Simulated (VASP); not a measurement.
P, 1 atom in the cell. Symmetry: P6/mmm, No. 191, hexagonal system. The conventional cell has a = 2.599 Å, b = 2.599 Å, c = 2.495 Å, α = 90.00°, β = 90.00°, γ = 120.00°. Within 3.3 Å of P (site symmetry 6/mmm) lie 8 P at 2.50 to 2.60 Å. This isn't the form of P at room conditions, which is orthorhombic.

```yaml
Program: VASP 6.6.1
Task: single point
Functional: PBE
Potentials_or_basis: VASP PAW PBE potentials, release 64 (P)
Cutoff: 520 eV
k_mesh: 6 × 6 × 6
Occupations: gaussian, width 0.1 eV
Spin: no spin polarisation
Dipole_correction: no
Further_INCAR_settings: ALGO = Normal; EDIFF = 1e-07; NBANDS = 8
```

Potentials or basis: VASP PAW PBE potentials, release 64 (P).

Launch:

```bash
$ cat potpaw_PBE.64/P/POTCAR > POTCAR
$ mpirun -np 1 vasp_std > vasp.out
```

Hardware: 1 thread of Intel Xeon 8259CL (shared host).

How long does it take, and how much memory?

Wall time 6.7 s on 1 thread of Intel Xeon 8259CL, with other jobs on the host, peak memory 0.08 GiB. Counts: scf iterations 11, k points 28.
